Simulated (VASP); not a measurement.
# InSe in VASP: further runs

Runs on InSe. Level: PBE+D3(BJ). Tasks: single point.

All numbers are computed with VASP 6.6.1; they aren't measurements. Logs are shortened: lines on timing, memory, paths and dates and some standing lists are left out, and cuts for length are marked.

### Step 1. The cell of the first run

The cell holds a slab with vacuum, 8 atoms: a = 4.027 Å, b = 4.027 Å, c = 28.271 Å, α = 90.00°, β = 90.00°, γ = 120.00°.

### Step 2. Single point, PBE+D3(BJ) (layers slid over each other)

INCAR reads:

```
PREC = Accurate
ENCUT = 520
EDIFF = 1E-6
ISMEAR = 0
SIGMA = 0.05
LREAL = False
LASPH = True
NELM = 60
ALGO = Normal
ISIF = 2
LWAVE = False
LCHARG = False
LDIPOL = True
IDIPOL = 3
DIPOL = 0.5 0.5 0.412
GGA = PE
IVDW = 12
NBANDS = 48
```

KPOINTS reads:

```
regular mesh
0
Gamma
  9 9 1
```

POSCAR reads:

```
InSe
1.0
    4.0266104108      0.0000000000      0.0000000000
   -2.0133052054      3.4871469069      0.0000000000
    0.0000000000      0.0000000000     28.2707105452
Se In
4 4
Direct
    0.0000000000      0.0000000000      0.1591753413
    0.0000000000      0.0000000000      0.3496677332
    0.0000000000      0.4444444444      0.4738244994
    0.0000000000      0.4444444444      0.6643168913
    0.6666666667      0.3333333333      0.2049979888
    0.6666666667      0.3333333333      0.3038451603
   -0.6666666667      0.1111111111      0.5196471469
   -0.6666666667      0.1111111111      0.6184943184
```

Potentials or basis: VASP PAW PBE potentials, release 64 (Se, In_d).

Started as:

```
$ cat potpaw_PBE.64/Se/POTCAR potpaw_PBE.64/In_d/POTCAR > POTCAR
$ mpirun -np 1 vasp_std > vasp.out
```

OUTCAR:

```text
PREC = Accurate
   ENCUT = 520
   EDIFF = 1E-6
   ISMEAR = 0
   LREAL = False
   LASPH = True
   NELM = 60
   ISIF = 2
   GGA = PE
   IVDW = 12
 IVDW          = 12

 ion  position               nearest neighbor table
   1  0.000  0.000  0.159-   5 2.66   5 2.66   5 2.66
   2  0.000  0.000  0.350-   6 2.66   6 2.66   6 2.66
   3  0.000  0.444  0.474-   7 2.66   7 2.66   7 2.66
   4  0.000  0.444  0.664-   8 2.66   8 2.66   8 2.66
   5  0.667  0.333  0.205-   1 2.66   1 2.66   1 2.66   6 2.79
   6  0.667  0.333  0.304-   2 2.66   2 2.66   2 2.66   5 2.79
   7  0.333  0.111  0.520-   3 2.66   3 2.66   3 2.66   8 2.79
   8  0.333  0.111  0.618-   4 2.66   4 2.66   4 2.66   7 2.79

  LATTYP: Found a hexagonal cell.
 ALAT       =     4.0266104108
 C/A-ratio  =     7.0209699129

  Lattice vectors:

 A1 = (   4.0266104108,   0.0000000000,   0.0000000000)
 A2 = (  -2.0133052054,   3.4871469069,   0.0000000000)
 A3 = (   0.0000000000,   0.0000000000,  28.2707105452)

Analysis of symmetry for initial positions (statically):
=====================================================================
 Subroutine PRICEL returns:
 Original cell was already a primitive cell.

 Routine SETGRP: Setting up the symmetry group for a
 hexagonal supercell.

 Subroutine GETGRP returns: Found  2 space group operations
 (whereof  1 operations were pure point group operations)
 out of a pool of 24 trial point group operations.

The static configuration has the point symmetry C_1 .
 The point group associated with its full space group is S_2 .

Analysis of symmetry for dynamics (positions and initial velocities):
=====================================================================
 Subroutine PRICEL returns:
 Original cell was already a primitive cell.

 Routine SETGRP: Setting up the symmetry group for a
 hexagonal supercell.

 Subroutine GETGRP returns: Found  2 space group operations
 (whereof  1 operations were pure point group operations)
 out of a pool of 24 trial point group operations.

The dynamic configuration has the point symmetry C_1 .
 The point group associated with its full space group is S_2 .

 Subroutine INISYM returns: Found  2 space group operations
 (whereof  1 operations are pure point group operations),
 and found     1 'primitive' translations

----------------------------------------------------------------------------------------

                                     Primitive cell

  volume of cell :     396.9598

  direct lattice vectors                    reciprocal lattice vectors
[... 116 lines left out ...]
   IALGO  =     38    algorithm
   IMIX   =      4    mixing-type and parameters
     AMIX     =   0.40;   BMIX     =  1.00
     AMIX_MAG =   1.60;   BMIX_MAG =  1.00
  volume/ion in A,a.u.               =      49.62       334.85
  Fermi-wavevector in a.u.,A,eV,Ry     =   0.943548  1.783047 12.113024  0.890282
  Thomas-Fermi vector in A             =   2.071266
   LORBIT       =      0    0 simple, 1 ext, 2 COOP (PROOUT), +10 PAW based schemes
   GGA     = PE    functional components
   LHFCALC =     F    Hartree Fock is set to
   AEXX    =    0.0000 exact exchange contribution
   IVDW    =    12    specifies the selected vdW correction
   LEPSILON=     F    determine dielectric tensor
   LRPA    =     F    only Hartree local field effects (RPA)
 non-spin polarized calculation
 Gauss-broadening in eV      SIGMA  =   0.05
  energy-cutoff  :      520.00
  volume of cell :      396.96
 maximum number of plane-waves:     10749
 NGX is ok and might be reduce to    30
   NGX = 15   NGY = 15   NGZ =105

 dipolmoment           0.000000      0.000000      0.000005 electrons x Angstroem

 number of electron      75.9999998 magnetization

 dipolmoment           0.000000      0.000000     -0.000024 electrons x Angstroem

 Free energy of the ion-electron system (eV)
  ---------------------------------------------------
  ext. energy  EPLUGINS =         0.00000000
  ---------------------------------------------------
  free energy    TOTEN  =       -28.39841722 eV

  energy without entropy =      -28.39841722  energy(sigma->0) =      -28.39841722

 E-fermi :   0.0180     XC(G=0):  -5.6813

 val. band max:       -0.2584912658   @ k =   0.1111   0.0000   0.0000
 cond. band min:       0.9454523230   @ k =   0.0000   0.0000   0.0000
 fundamental gap:      1.2039435887
 Fermi energy:         0.0179967901

 k-point     1 :       0.0000    0.0000    0.0000
  band No.  band energies     occupation
      1     -14.5175      2.00000
      2     -14.5174      2.00000
      3     -14.3343      2.00000
      4     -14.3341      2.00000
      5     -14.3339      2.00000
      6     -14.3338      2.00000
[... 1213 lines left out ...]
     47       4.4766      0.00000
     48       4.5763      0.00000

 [... further k-points ...]

------------------------ aborting loop because EDIFF is reached ----------------------------------------

 vacuum level on the upper side and lower side of the slab       (xc-potential included)        -0.121        -0.120

 Edisp (eV)   -1.99511

 E8    (eV) :    -0.9355

  FORCE on cell =-STRESS in cart. coord.  units (eV):
  Direction    XX          YY          ZZ          XY          YZ          ZX
  --------------------------------------------------------------------------------------
  -------------------------------------------------------------------------------------
  Total      -0.07912    -0.02893    -0.40938    -0.05004     0.04697    -0.03792
  in kB      -0.31936    -0.11678    -1.65230    -0.20197     0.18958    -0.15306
  external pressure =       -0.70 kB  Pullay stress =        0.00 kB

 VOLUME and BASIS-vectors are now :
 -----------------------------------------------------------------------------
  energy-cutoff  :      520.00
  volume of cell :      396.96
      direct lattice vectors                 reciprocal lattice vectors
     4.026610411  0.000000000  0.000000000     0.248347840  0.143383693  0.000000000
    -2.013305205  3.487146907  0.000000000     0.000000000  0.286767385  0.000000000
     0.000000000  0.000000000 28.270710545     0.000000000  0.000000000  0.035372298

 POSITION                                       TOTAL-FORCE (eV/Angst)
 -----------------------------------------------------------------------------------
      0.00000      0.00000      4.50000         0.000023     -0.000562     -0.011954
      0.00000      0.00000      9.88536         0.003351     -0.014590      0.064603
     -0.89480      1.54984     13.39536        -0.003351      0.014590     -0.064603
     -0.89480      1.54984     18.78071        -0.000023      0.000562      0.011954
      2.01331      1.16238      5.79544         0.000012     -0.001268      0.014040
      2.01331      1.16238      8.58992         0.004185      0.004282      0.020317
      1.11850      0.38746     14.69079        -0.004185     -0.004282     -0.020317
      1.11850      0.38746     17.48527        -0.000012      0.001268     -0.014040
 -----------------------------------------------------------------------------------
    total drift:                               -0.000080      0.000142     -0.003098

  FREE ENERGIE OF THE ION-ELECTRON SYSTEM (eV)
  ---------------------------------------------------
  free  energy   TOTEN  =       -30.3935295599 eV

  energy  without entropy=      -30.3935295599  energy(sigma->0) =      -30.39352956

 vacuum level on the upper side and lower side of the slab         5.383         5.383
```

Run time: 39 min. Hardware: 1 thread of Oxide Virtual Turin-like, shared host; peak memory 0.79 GiB.

Results:

```yaml
Free_energy: -30.3935 eV
Largest_force: 0.066 eV/Å
Band_gap_on_the_k_mesh: 1.20 eV (least direct gap 1.25 eV)
Dispersion_energy_per_atom: -0.249 eV
```

Forces on the atoms (eV/Å):
```
Se   0.000 -0.001 -0.012
Se   0.003 -0.015  0.065
Se  -0.003  0.015 -0.065
Se   0.000  0.001  0.012
In   0.000 -0.001  0.014
In   0.004  0.004  0.020
In  -0.004 -0.004 -0.020
In   0.000  0.001 -0.014
```

Levels at points of the mesh, in eV from the valence-band top:
| k point | band 35 | band 36 | band 37 | band 38 | band 39 | band 40 | band 41 | band 42 |
| --- | --- | --- | --- | --- | --- | --- | --- | --- |
| (0.00, 0.00, 0.00) | -0.62 | -0.60 | -0.59 | -0.04 | 1.20 | 1.69 | 2.57 | 2.63 |

Caveat: the cell differs from its parent crystal (layers slid over each other); spin-orbit coupling is left out, which moves the levels of the heavy elements.

### Step 3. Single point, PBE+D3(BJ) (layers slid over each other)

INCAR reads:

```
PREC     = Accurate       # precision mode
ENCUT    = 520            # plane-wave cutoff, eV
EDIFF    = 1E-7           # SCF threshold, eV
ISMEAR   = 0              # smearing method
SIGMA    = 0.05           # smearing width, eV
LREAL    = False          # projectors in reciprocal space
LASPH    = True           # aspherical terms in the spheres
NELM     = 60             # most SCF steps
ALGO     = Normal         # electronic algorithm
ISIF     = 2              # what is computed and relaxed
LWAVE    = False          # write WAVECAR
LCHARG   = False          # write CHGCAR
LDIPOL   = True         
IDIPOL   = 3            
DIPOL    = 0.5 0.5 0.412
GGA      = PE             # functional
IVDW     = 12             # dispersion correction
NBANDS   = 48             # bands
```

KPOINTS is that of step 2.

POSCAR reads:

```
InSe
1.0
    4.0266104108      0.0000000000      0.0000000000
   -2.0133052054      3.4871469069      0.0000000000
    0.0000000000      0.0000000000     28.2707105452
Se In
4 4
Direct
    0.0000000000      0.0000000000      0.1591753413
    0.0000000000      0.0000000000      0.3496677332
    0.6666666667      0.2222222222      0.4738244994
    0.6666666667      0.2222222222      0.6643168913
    0.6666666667      0.3333333333      0.2049979888
    0.6666666667      0.3333333333      0.3038451603
    0.0000000000     -0.1111111111      0.5196471469
    0.0000000000     -0.1111111111      0.6184943184
```

Potentials or basis: VASP PAW PBE potentials, release 64 (Se, In_d).

Started as:

```
$ cat potpaw_PBE.64/Se/POTCAR potpaw_PBE.64/In_d/POTCAR > POTCAR
$ mpirun -np 1 vasp_std > vasp.out
```

Run time: 15 min. Hardware: 1 thread of Oxide Virtual Turin-like, shared host; peak memory 0.79 GiB.

It converged, with:

| Item | Value |
| --- | --- |
| Free energy | -30.3985 eV |
| Largest force | 0.072 eV/Å |
| Band gap on the k mesh | 1.22 eV (least direct gap 1.26 eV) |
| Dispersion energy per atom | -0.249 eV |

Forces in eV/Å, atoms in the order of the input:
```
Se   0.000  0.000 -0.012
Se   0.009 -0.006  0.071
Se  -0.009  0.006 -0.071
Se   0.000  0.000  0.012
In   0.001  0.000  0.015
In   0.000 -0.002  0.025
In   0.000  0.002 -0.025
In  -0.001  0.000 -0.015
```

Levels at points of the mesh, in eV from the valence-band top:
| k point | band 36 | band 37 | band 38 | band 39 | band 40 | band 41 |
| --- | --- | --- | --- | --- | --- | --- |
| (0.00, 0.00, 0.00) | -0.58 | -0.58 | -0.04 | 1.22 | 1.70 | 2.60 |

Caveat: the cell differs from its parent crystal (layers slid over each other); spin-orbit coupling is left out, which moves the levels of the heavy elements.
